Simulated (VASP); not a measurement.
SiC, 8 atoms in the cell. It takes space group P6_3mc (No. 186, hexagonal). Conventional cell: a = 3.058 Å, b = 3.058 Å, c = 10.012 Å, α = 90.00°, β = 90.00°, γ = 120.00°. Within 2.5 Å of Si (site symmetry 3m) lie 4 C at 1.87 to 1.88 Å. Within 2.5 Å of Si (site symmetry 3m) lie 4 C at 1.87 to 1.88 Å. C (site symmetry 3m) has 4 Si at 1.87 to 1.88 Å within 2.5 Å. Within 2.5 Å of C (site symmetry 3m) lie 4 Si at 1.87 to 1.88 Å. 

```yaml
Program: VASP 6.6.1
Task: single point
Functional: LDA
Potentials_or_basis: VASP PAW LDA potentials, release 64 (Si, C)
Cutoff: 520 eV
k_mesh: 10 × 10 × 3
Occupations: gaussian, width 0.01 eV
Spin: no spin polarisation
Dipole_correction: no
Further_INCAR_settings: ALGO = Normal; EDIFF = 1e-06; NBANDS = 26
```

Potentials or basis: VASP PAW LDA potentials, release 64 (Si, C).

Launch:

```sh
$ cat potpaw_LDA.64/Si/POTCAR potpaw_LDA.64/C/POTCAR > POTCAR
$ mpirun -np 1 vasp_std > vasp.out
```

Hardware: 1 thread of Intel(R) Xeon(R) Platinum 8375C CPU @ 2.90GHz (Ice Lake), on a shared host.

Task: How long does it take, and how much memory?

Result: Wall time 46 s on 1 thread of Intel(R) Xeon(R) Platinum 8375C CPU @ 2.90GHz (Ice Lake) (shared host), peak memory 0.19 GiB. Counts: scf iterations 13, k points 28.
